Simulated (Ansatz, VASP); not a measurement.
One calculation of SnS4, two programs

```
Sn S
1.0
     5.11369    0.00000    0.00000
     0.00000    5.11369    0.00000
     0.00000    0.00000    5.11369
Sn S
1 4
Direct
  0.00000 0.00000 0.00000
  0.25000 0.25000 0.25000
  0.75000 0.75000 0.25000
  0.25000 0.75000 0.75000
  0.75000 0.25000 0.75000
```

Change from the starting cell: species swapped into the SnI4 type (P-43m, No. 215).

Alike in both runs: task relaxation of cell and atoms; functional PBE; k mesh 4 × 4 × 4; occupations gaussian, width 0.1 eV; no spin polarisation.

```csv
,VASP,Ansatz
version,VASP 6.6.1,Ansatz 0.2.0
potentials or method,"VASP PAW PBE potentials, release 64 (Sn_d, S), cutoff 600 eV","scalar-relativistic, plane waves, PAW"
valence electrons in the cell,38,38
```

```csv
,VASP,Ansatz,Ansatz less VASP
"gap on the k mesh at the Fermi level, each at its own relaxed structure (eV)",none,none,-
relaxed volume (Å³/atom),22.48,22.66,+0.180
relaxed cell length with the largest relative difference (Å),4.826,4.839,+0.0129
```

A gap of «none» marks a metal or a gap that the smearing closes.

Noted on VASP's run: the volume moved by over 15 % at a fixed basis, so the end points are rough.
